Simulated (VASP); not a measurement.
Wanted: the native input for a VASP 6.6.1 run.

| Quantity | Value |
| --- | --- |
| Task | single point |
| Functional | r2SCAN |
| Potentials or basis | VASP PAW PBE potentials, release 64 (Al, Ni) |
| Cutoff | 520 eV |
| k mesh | 10 × 10 × 10 |
| Occupations | gaussian, width 0.1 eV |
| Spin | no spin polarisation |
| Dipole correction | no |
| Further INCAR settings | ALGO = Normal; EDIFF = 1e-06; NBANDS = 24 |

AlNi3:

```
CELL_PARAMETERS angstrom
0.00000 2.80189 2.80189
2.80189 0.00000 2.80189
2.80189 2.80189 0.00000
ATOMIC_POSITIONS crystal
Al 0.50000 0.50000 0.50000
Ni 0.25000 0.25000 0.25000
Ni 0.00000 0.00000 0.00000
Ni 0.75000 0.75000 0.75000
```

The input as run:

POSCAR

```
AlNi3
1.0
    0.0000000000      2.8018887551      2.8018887551
    2.8018887551      0.0000000000      2.8018887551
    2.8018887551      2.8018887551      0.0000000000
Al Ni
1 3
Direct
    0.5000000000      0.5000000000      0.5000000000
    0.2500000000      0.2500000000      0.2500000000
    0.0000000000      0.0000000000      0.0000000000
    0.7500000000      0.7500000000      0.7500000000
```

INCAR.step1

```
PREC = Accurate
ENCUT = 520
ISMEAR = 0
SIGMA = 0.1
LREAL = False
LASPH = True
NELM = 100
NBANDS = 24
GGA = PE
ALGO = Normal
EDIFF = 1E-4
LWAVE = True
LCHARG = False
```

INCAR.step2

```
PREC = Accurate
ENCUT = 520
EDIFF = 1E-6
ISMEAR = 0
SIGMA = 0.1
LREAL = False
LASPH = True
NELM = 100
ALGO = Normal
ISIF = 2
LWAVE = False
LCHARG = False
METAGGA = R2SCAN
LMIXTAU = True
NBANDS = 24
ISTART = 1
```

KPOINTS

```
regular mesh
0
Gamma
  10 10 10
```

Potentials or basis: VASP PAW PBE potentials, release 64 (Al, Ni).

Command:

```console
$ cat potpaw_PBE.64/Al/POTCAR potpaw_PBE.64/Ni/POTCAR > POTCAR
$ cp INCAR.step1 INCAR
$ mpirun -np 1 vasp_std > vasp.out
$ cp INCAR.step2 INCAR
$ mpirun -np 1 vasp_std > vasp.out
```

It gave:

```json
{
  "Pressure": "0.1 GPa"
}
```

Caveat: the PAW data sets were made with another functional, which shifts forces and pressure a little.

Wall time 3.1 min on 1 thread of Intel(R) Xeon(R) Platinum 8488C (Sapphire Rapids), on a shared host, peak memory 0.19 GiB.
